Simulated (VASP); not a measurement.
# MoS2 in VASP: a series of runs

The runs below take MoS2 through single point, with r2SCAN.

Program: VASP 6.6.1. These are calculated values, not measurements. Logs are shortened: lines on timing, memory, paths and dates and some standing lists are left out, and cuts for length are marked.

## 1. The cell of the first run

The cell holds a slab with vacuum, 12 atoms: a = 3.184 Å, b = 3.184 Å, c = 38.179 Å, α = 90.00°, β = 90.00°, γ = 120.00°.

## 2. Single point, r2SCAN (27.94 Å³/atom)

Contents of POSCAR:

```
MoS2
1.0
    3.1843398453      0.0000000000      0.0000000000
   -1.5921699227      2.7577192003      0.0000000000
    0.0000000000      0.0000000000     38.1788876201
Mo S
4 8
Direct
    0.6666666667      0.3333333333      0.9148417993
    0.6666666667      0.3333333333      0.2550456008
    0.3333333333      0.6666666667      0.7449543992
    0.3333333333      0.6666666667      0.0851582007
    0.3333333333      0.6666666667      0.9555068630
    0.3333333333      0.6666666667      0.2956951114
    0.6666666667      0.3333333333      0.7856234425
    0.6666666667      0.3333333333      0.1258235142
    0.3333333333      0.6666666667      0.8741764858
    0.3333333333      0.6666666667      0.2143765575
    0.6666666667      0.3333333333      0.7043048886
    0.6666666667      0.3333333333      0.0444931370
```

Contents of INCAR.step1:

```
SYSTEM = MoS2
  ALGO = Normal
  EDIFF = 1E-4
  ENCUT = 520
  GGA = PE
  ISMEAR = 0
  LASPH = .True.
  LCHARG = .False.
  LREAL = .False.
  LWAVE = .True.
  NBANDS = 64
  NELM = 100
  PREC = Accurate
  SIGMA = 0.02
```

Contents of INCAR.step2:

```
SYSTEM = MoS2
  ALGO = Normal
  EDIFF = 1E-7
  ENCUT = 520
  ISIF = 2
  ISMEAR = 0
  ISTART = 1
  LASPH = .True.
  LCHARG = .False.
  LMIXTAU = .True.
  LREAL = .False.
  LWAVE = .False.
  METAGGA = R2SCAN
  NBANDS = 64
  NELM = 100
  PREC = Accurate
  SIGMA = 0.02
```

Contents of KPOINTS:

```
k-points
0
Gamma
  12 12 1
  0 0 0
```

Potentials or basis: VASP PAW PBE potentials, release 64 (Mo_sv, S).

Run with:

```console
> cat potpaw_PBE.64/Mo_sv/POTCAR potpaw_PBE.64/S/POTCAR > POTCAR
> cp INCAR.step1 INCAR
> mpirun -np 1 vasp_std > vasp.out
> cp INCAR.step2 INCAR
> mpirun -np 1 vasp_std > vasp.out
```

OUTCAR:

```text
SYSTEM = MoS2
   EDIFF = 1E-7
   ENCUT = 520
   ISIF = 2
   ISMEAR = 0
   ISTART = 1
   LASPH = .True.
   LREAL = .False.
   METAGGA = R2SCAN
   NELM = 100
   PREC = Accurate

 ion  position               nearest neighbor table
   1  0.667  0.333  0.915-   5 2.41   5 2.41   5 2.41   9 2.41   9 2.41   9 2.41
   2  0.667  0.333  0.255-   6 2.41   6 2.41   6 2.41  10 2.41  10 2.41  10 2.41
   3  0.333  0.667  0.745-  11 2.41  11 2.41  11 2.41   7 2.41   7 2.41   7 2.41
   4  0.333  0.667  0.085-  12 2.41  12 2.41  12 2.41   8 2.41   8 2.41   8 2.41
   5  0.333  0.667  0.956-   1 2.41   1 2.41   1 2.41
   6  0.333  0.667  0.296-   2 2.41   2 2.41   2 2.41
   7  0.667  0.333  0.786-   3 2.41   3 2.41   3 2.41
   8  0.667  0.333  0.126-   4 2.41   4 2.41   4 2.41
   9  0.333  0.667  0.874-   1 2.41   1 2.41   1 2.41
  10  0.333  0.667  0.214-   2 2.41   2 2.41   2 2.41
  11  0.667  0.333  0.704-   3 2.41   3 2.41   3 2.41
  12  0.667  0.333  0.044-   4 2.41   4 2.41   4 2.41

  LATTYP: Found a hexagonal cell.
 ALAT       =     3.1843398453
 C/A-ratio  =    11.9895769531

  Lattice vectors:

 A1 = (   3.1843398453,   0.0000000000,   0.0000000000)
 A2 = (  -1.5921699227,   2.7577192003,   0.0000000000)
 A3 = (   0.0000000000,   0.0000000000,  38.1788876201)

Analysis of symmetry for initial positions (statically):
=====================================================================
 Subroutine PRICEL returns:
 Original cell was already a primitive cell.

 Routine SETGRP: Setting up the symmetry group for a
 hexagonal supercell.

 Subroutine GETGRP returns: Found 12 space group operations
 (whereof 12 operations were pure point group operations)
 out of a pool of 24 trial point group operations.

The static configuration has the point symmetry D_3d.

Analysis of symmetry for dynamics (positions and initial velocities):
=====================================================================
 Subroutine PRICEL returns:
 Original cell was already a primitive cell.

 Routine SETGRP: Setting up the symmetry group for a
 hexagonal supercell.

 Subroutine GETGRP returns: Found 12 space group operations
 (whereof 12 operations were pure point group operations)
 out of a pool of 24 trial point group operations.

The dynamic configuration has the point symmetry D_3d.

 Subroutine INISYM returns: Found 12 space group operations
 (whereof 12 operations are pure point group operations),
 and found     1 'primitive' translations

----------------------------------------------------------------------------------------

                                     Primitive cell

  volume of cell :     335.2685

  direct lattice vectors                    reciprocal lattice vectors
     3.184339845  0.000000000  0.000000000     0.314036833  0.181309250  0.000000000
    -1.592169923  2.757719200  0.000000000     0.000000000  0.362618500  0.000000000
     0.000000000  0.000000000 38.178887620     0.000000000  0.000000000  0.026192487

  length of vectors
     3.184339845  3.184339845 38.178887620     0.362618500  0.362618500  0.026192487

  position of ions in fractional coordinates (direct lattice)
     0.666666667  0.333333333  0.914841799
     0.666666667  0.333333333  0.255045601
     0.333333333  0.666666667  0.744954399
     0.333333333  0.666666667  0.085158201
     0.333333333  0.666666667  0.955506863
     0.333333333  0.666666667  0.295695111
     0.666666667  0.333333333  0.785623442
     0.666666667  0.333333333  0.125823514
     0.333333333  0.666666667  0.874176486
     0.333333333  0.666666667  0.214376558
     0.666666667  0.333333333  0.704304889
     0.666666667  0.333333333  0.044493137

  ion indices of the primitive-cell ions
   primitive index   ion index
                 1           1
                 2           2
                 3           3
                 4           4
                 5           5
                 6           6
                 7           7
                 8           8
                 9           9
                10          10
                11          11
                12          12

----------------------------------------------------------------------------------------

 KPOINTS: k-points

Automatic generation of k-mesh.
 Grid dimensions read from file:
 generate k-points for:   12   12    1

 Generating k-lattice:

  Cartesian coordinates                     Fractional coordinates (reciprocal lattice)
     0.026169736  0.015109104  0.000000000     0.083333333  0.000000000  0.000000000
     0.000000000  0.030218208  0.000000000     0.000000000  0.083333333  0.000000000
     0.000000000  0.000000000  0.026192487     0.000000000  0.000000000  1.000000000

  Length of vectors
     0.030218208  0.030218208  0.026192487

  Shift w.r.t. Gamma in fractional coordinates (k-lattice)
     0.000000000  0.000000000  0.000000000

 Subroutine IBZKPT returns following result:
 ===========================================

 Found     19 irreducible k-points:

 Following reciprocal coordinates:
            Coordinates               Weight
  0.000000  0.000000  0.000000      1.000000
  0.083333 -0.000000  0.000000      6.000000
  0.166667  0.000000  0.000000      6.000000
  0.250000  0.000000  0.000000      6.000000
  0.333333  0.000000  0.000000      6.000000
  0.416667  0.000000  0.000000      6.000000
[... 11 lines left out ...]
  0.333333  0.250000  0.000000     12.000000
  0.333333  0.333333  0.000000      2.000000
   k-points           NKPTS =     19   k-points in BZ     NKDIM =     19   number of bands    NBANDS=     64
   number of dos      NEDOS =    301   number of ions     NIONS =     12
   total plane-waves  NPLWV = 165888
   dimension x,y,z NGX =    24 NGY =   24 NGZ =  288
   dimension x,y,z NGXF=    48 NGYF=   48 NGZF=  576
   ions per type =               4   8
   NGX,Y,Z   is equivalent  to a cutoff of  12.53, 12.53, 12.54 a.u.
   NGXF,Y,Z  is equivalent  to a cutoff of  25.06, 25.06, 25.08 a.u.
 SYSTEM =  MoS2
   PREC   = accura    normal or accurate (medium, high low for compatibility)
   ISTART =      1    job   : 0-new  1-cont  2-samecut
   ICHARG =      0    charge: 1-file 2-atom 10-const
   ISPIN  =      1    spin polarized calculation?
   LNONCOLLINEAR =      F non collinear calculations
   LSORBIT =      F    spin-orbit coupling
   LASPH  =      T    aspherical Exc in radial PAW
   ENCUT  =  520.0 eV  38.22 Ry    6.18 a.u.   5.92  5.92 70.99*2*pi/ulx,y,z
   NELM   =    100;   NELMIN=  2; NELMDL=  0     # of ELM steps
   EDIFF  = 0.1E-06   stopping-criterion for ELM
   LREAL  =      F    real-space projection
   EDIFFG = 0.1E-05   stopping-criterion for IOM
   NSW    =      0    number of steps for IOM
   IBRION =     -1    ionic relax: 0-MD 1-quasi-New 2-CG
   NFREE  =      0    steps in history (QN), initial steepest desc. (CG)
   ISIF   =      2    stress and relaxation
   ISYM   =      2    0-nonsym 1-usesym 2-fastsym
   POTIM  = 0.5000    time-step for ionic-motion
   TEBEG  =    0.0;   TEEND  =   0.0 temperature during run
   PSTRESS=    0.0 pullay stress
   NELECT =     104.0000    total number of electrons
   NUPDOWN=      -1.0000    fix difference up-down
   EMIN   =  10.00;   EMAX   =-10.00  energy-range for DOS
   EFERMI =   0.00;   METHOD = LEGACY
   ISMEAR =     0;   SIGMA  =   0.02  broadening in eV -4-tet -1-fermi 0-gaus
   EFERMI_NEDOS =   21; number of points for ismear=-14 and -15
   IALGO  =     38    algorithm
   IMIX   =      4    mixing-type and parameters
     AMIX     =   0.40;   BMIX     =  1.00
     AMIX_MAG =   1.60;   BMIX_MAG =  1.00
  volume/ion in A,a.u.               =      27.94       188.54
  Fermi-wavevector in a.u.,A,eV,Ry     =   1.108209  2.094211 16.709687  1.228127
  Thomas-Fermi vector in A             =   2.244733
   LORBIT       =      0    0 simple, 1 ext, 2 COOP (PROOUT), +10 PAW based schemes
   METAGGA = R2SCAN    functional components
   LHFCALC =     F    Hartree Fock is set to
   AEXX    =    0.0000 exact exchange contribution
   IVDW    =     0    specifies the selected vdW correction
   LEPSILON=     F    determine dielectric tensor
   LRPA    =     F    only Hartree local field effects (RPA)
 non-spin polarized calculation
 Gauss-broadening in eV      SIGMA  =   0.02
  energy-cutoff  :      520.00
  volume of cell :      335.27
 maximum number of plane-waves:      9083
 NGX is ok and might be reduce to    24
   NGX = 11   NGY = 11   NGZ =141

 number of electron     104.0000000 magnetization

 Free energy of the ion-electron system (eV)
  ---------------------------------------------------
  ext. energy  EPLUGINS =         0.00000000
  ---------------------------------------------------
  free energy    TOTEN  =      -180.12822976 eV

  energy without entropy =     -180.12822976  energy(sigma->0) =     -180.12822976

 E-fermi :   2.8135     XC(G=0):  -7.6506

 val. band max:        2.5630163825   @ k =   0.0000   0.0000   0.0000
 cond. band min:       3.7994146487   @ k =   0.3333   0.3333   0.0000
 fundamental gap:      1.2363982662
 Fermi energy:         2.8135117694

 k-point     1 :       0.0000    0.0000    0.0000
  band No.  band energies     occupation
      1     -60.7512      2.00000
      2     -60.7512      2.00000
      3     -60.7505      2.00000
      4     -60.7505      2.00000
      5     -34.1634      2.00000
      6     -34.1633      2.00000
[... 56 lines left out ...]
     63       5.2446      0.00000
     64       5.2640      0.00000

 k-point     2 :       0.0833   -0.0000    0.0000
  band No.  band energies     occupation
      1     -60.7484      2.00000
      2     -60.7484      2.00000
      3     -60.7478      2.00000
      4     -60.7478      2.00000
      5     -34.1579      2.00000
      6     -34.1578      2.00000
[... 56 lines left out ...]
     63       5.1356      0.00000
     64       5.1765      0.00000

 k-point     3 :       0.1667    0.0000    0.0000
  band No.  band energies     occupation
      1     -60.7409      2.00000
      2     -60.7409      2.00000
      3     -60.7402      2.00000
      4     -60.7402      2.00000
      5     -34.1428      2.00000
      6     -34.1428      2.00000
[... 1061 lines left out ...]
     63       5.6282      0.00000
     64       5.7090      0.00000

 k-point    19 :       0.3333    0.3333    0.0000
  band No.  band energies     occupation
      1     -60.7047      2.00000
      2     -60.7047      2.00000
      3     -60.7040      2.00000
      4     -60.7040      2.00000
      5     -34.2555      2.00000
      6     -34.2555      2.00000
[... 56 lines left out ...]
     63       5.8220      0.00000
     64       5.8220      0.00000

------------------------ aborting loop because EDIFF is reached ----------------------------------------

  FORCE on cell =-STRESS in cart. coord.  units (eV):
  Direction    XX          YY          ZZ          XY          YZ          ZX
  --------------------------------------------------------------------------------------
  -------------------------------------------------------------------------------------
  Total        0.0889300      0.0889300      0.0140233     -0.0000000      0.0000000     -0.0000000
  in kB        0.4249778      0.4249778      0.0670144     -0.0000000      0.0000000     -0.0000000
  external PRESSURE =       0.3056566 kB  Pullay stress =       0.0000000 kB

 VOLUME and BASIS-vectors are now :
 -----------------------------------------------------------------------------
  energy-cutoff  :      520.00
  volume of cell :      335.27
      direct lattice vectors                 reciprocal lattice vectors
     3.184339845  0.000000000  0.000000000     0.314036833  0.181309250  0.000000000
    -1.592169923  2.757719200  0.000000000     0.000000000  0.362618500  0.000000000
     0.000000000  0.000000000 38.178887620     0.000000000  0.000000000  0.026192487

 POSITION                                       TOTAL-FORCE (eV/Angst)
 -----------------------------------------------------------------------------------
      1.59217      0.91924     34.92764        -0.000000     -0.000000      0.000449
      1.59217      0.91924      9.73736        -0.000000     -0.000000      0.000666
     -0.00000      1.83848     28.44153        -0.000000      0.000000     -0.000666
     -0.00000      1.83848      3.25125         0.000000      0.000000     -0.000449
     -0.00000      1.83848     36.48019        -0.000000     -0.000000      0.007221
     -0.00000      1.83848     11.28931        -0.000000      0.000000      0.004864
      1.59217      0.91924     29.99423         0.000000      0.000000      0.003937
      1.59217      0.91924      4.80380         0.000000      0.000000      0.005129
     -0.00000      1.83848     33.37509         0.000000     -0.000000     -0.005129
     -0.00000      1.83848      8.18466        -0.000000     -0.000000     -0.003937
      1.59217      0.91924     26.88958        -0.000000      0.000000     -0.004864
      1.59217      0.91924      1.69870         0.000000      0.000000     -0.007221
 -----------------------------------------------------------------------------------
    total drift:                                0.000000     -0.000000      0.000000

  FREE ENERGIE OF THE ION-ELECTRON SYSTEM (eV)
  ---------------------------------------------------
  free  energy   TOTEN  =      -180.1282297619 eV

  energy  without entropy=     -180.1282297619  energy(sigma->0) =     -180.12822976
```

Wall time 51 min (1 thread of AMD EPYC 7R13 (Zen 3), shared host); peak memory 0.6 GiB.

What came out:

| Property | Result |
| --- | --- |
| Free energy | -180.1282 eV |
| Largest force | 0.007 eV/Å |
| Band gap on the k mesh | 1.24 eV (least direct gap 1.74 eV) |

Forces on the atoms (eV/Å):
```
Mo   0.000  0.000  0.000
Mo   0.000  0.000  0.001
Mo   0.000  0.000 -0.001
Mo   0.000  0.000  0.000
S    0.000  0.000  0.007
S    0.000  0.000  0.005
S    0.000  0.000  0.004
S    0.000  0.000  0.005
S    0.000  0.000 -0.005
S    0.000  0.000 -0.004
S    0.000  0.000 -0.005
S    0.000  0.000 -0.007
```

Caveat: the PAW data sets were made with another functional, which shifts forces and pressure a little.

## 3. Single point, r2SCAN (22.35 Å³/atom)

This run uses another cell than the first one.

Contents of POSCAR:

```
MoS2
1.0
    3.1840853409      0.0000000000      0.0000000000
   -1.5920426704      2.7574987930      0.0000000000
    0.0000000000      0.0000000000     30.5479929230
Mo S
4 8
Direct
    0.6666666667      0.3333333333      0.8934955818
    0.6666666667      0.3333333333      0.3189770625
    0.3333333333      0.6666666667      0.6810229375
    0.3333333333      0.6666666667      0.1065044182
    0.3333333333      0.6666666667      0.9443323127
    0.3333333333      0.6666666667      0.3697927279
    0.6666666667      0.3333333333      0.7318633388
    0.6666666667      0.3333333333      0.1573415301
    0.3333333333      0.6666666667      0.8426584699
    0.3333333333      0.6666666667      0.2681366612
    0.6666666667      0.3333333333      0.6302072721
    0.6666666667      0.3333333333      0.0556676873
```

Contents of INCAR.step1:

```
SYSTEM = MoS2
PREC     = Accurate       ! precision mode
ENCUT    = 520            ! plane-wave cutoff, eV
ISMEAR   = 0              ! smearing method
SIGMA    = 0.02           ! smearing width, eV
LREAL    = .FALSE.        ! projectors in reciprocal space
LASPH    = .TRUE.         ! aspherical terms in the spheres
NELM     = 60             ! most SCF steps
NBANDS   = 64             ! bands
GGA      = PE             ! functional
ALGO     = Normal         ! electronic algorithm
EDIFF    = 1E-4           ! SCF threshold, eV
LWAVE    = .TRUE.         ! write WAVECAR
LCHARG   = .FALSE.        ! write CHGCAR
```

Contents of INCAR.step2:

```
SYSTEM = MoS2
PREC     = Accurate       ! precision mode
ENCUT    = 520            ! plane-wave cutoff, eV
EDIFF    = 1E-6           ! SCF threshold, eV
ISMEAR   = 0              ! smearing method
SIGMA    = 0.02           ! smearing width, eV
LREAL    = .FALSE.        ! projectors in reciprocal space
LASPH    = .TRUE.         ! aspherical terms in the spheres
NELM     = 60             ! most SCF steps
ALGO     = Normal         ! electronic algorithm
ISIF     = 2              ! what is computed and relaxed
LWAVE    = .FALSE.        ! write WAVECAR
LCHARG   = .FALSE.        ! write CHGCAR
METAGGA  = R2SCAN         ! meta-GGA
LMIXTAU  = .TRUE.       
NBANDS   = 64             ! bands
ISTART   = 1
```

Contents of KPOINTS:

```
regular mesh
0
G
  12 12 1
  0 0 0
```

Potentials or basis: VASP PAW PBE potentials, release 64 (Mo_sv, S).

Run with:

```console
> cat potpaw_PBE.64/Mo_sv/POTCAR potpaw_PBE.64/S/POTCAR > POTCAR
> cp INCAR.step1 INCAR
> mpirun -np 1 vasp_std > vasp.out
> cp INCAR.step2 INCAR
> mpirun -np 1 vasp_std > vasp.out
```

Run time: 32 min. Hardware: 1 thread of Intel Xeon Platinum 8488C (Sapphire Rapids), shared host; peak memory 0.52 GiB.

The run converged. Its results:

| Property | Result |
| --- | --- |
| Free energy | -180.1292 eV |
| Pressure | 0.0 GPa |
| Band gap on the k mesh | 1.24 eV (least direct gap 1.74 eV) |

Stress tensor (GPa, compression positive):
```
 0.06  0.00  0.00
 0.00  0.06  0.00
 0.00  0.00 -0.04
```

Levels at points of the mesh, in eV from the valence-band top:
```csv
k point,band 49,band 50,band 51,band 52,band 53,band 54,band 55,band 56
"(0.00, 0.00, 0.00)",-0.72,-0.44,-0.17,0.00,2.43,2.43,2.43,2.43
"(0.50, 0.00, 0.00)",-1.18,-1.16,-1.14,-1.13,1.86,1.87,1.88,1.88
```

Caveat: the PAW data sets were made with another functional, which shifts forces and pressure a little; an odd mesh through Γ misses points on the zone boundary, where band edges can lie.
